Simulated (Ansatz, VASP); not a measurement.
# Two plane-wave programs on LiZn3F2

```xyz
6
Lattice="3.8773 2.2386 2.1493 -3.8773 2.2386 2.1493 0.0000 -4.4771 2.1493" Properties=species:S:1:pos:R:3 pbc="T T T"
Li    0.0000    0.0000    0.0000
Zn    0.0000    2.2386    2.1493
Zn    1.9387   -1.1193    2.1493
Zn   -1.9387   -1.1193    2.1493
F     0.0000    0.0000    4.7502
F     0.0000    0.0000    1.6978
```

Alike in both runs: task relaxation of cell and atoms; functional PBE; k mesh 6 × 6 × 6; occupations gaussian, width 0.1 eV; no spin polarisation.

|  | VASP | Ansatz |
| --- | --- | --- |
| version | VASP 6.6.1 | Ansatz 0.2.0 |
| potentials or method | VASP PAW PBE potentials, release 64 (Li_sv, Zn, F), cutoff 600 eV | scalar-relativistic, plane waves, PAW |
| valence electrons in the cell | 53 | 53 |

```csv
,VASP,Ansatz,Ansatz less VASP
"gap on the k mesh at the Fermi level, each at its own relaxed structure (eV)",none,none,-
relaxed volume (Å³/atom),18.68,18.66,-0.024
relaxed length of the cell vector where the two differ most in proportion (Å),4.966,4.966,0.0000
```

A gap of «none» marks a metal or a gap that the smearing closes.

Noted on VASP's run: the cutoff is under 1.25 times that of the potentials, so the pressure is a little rough.
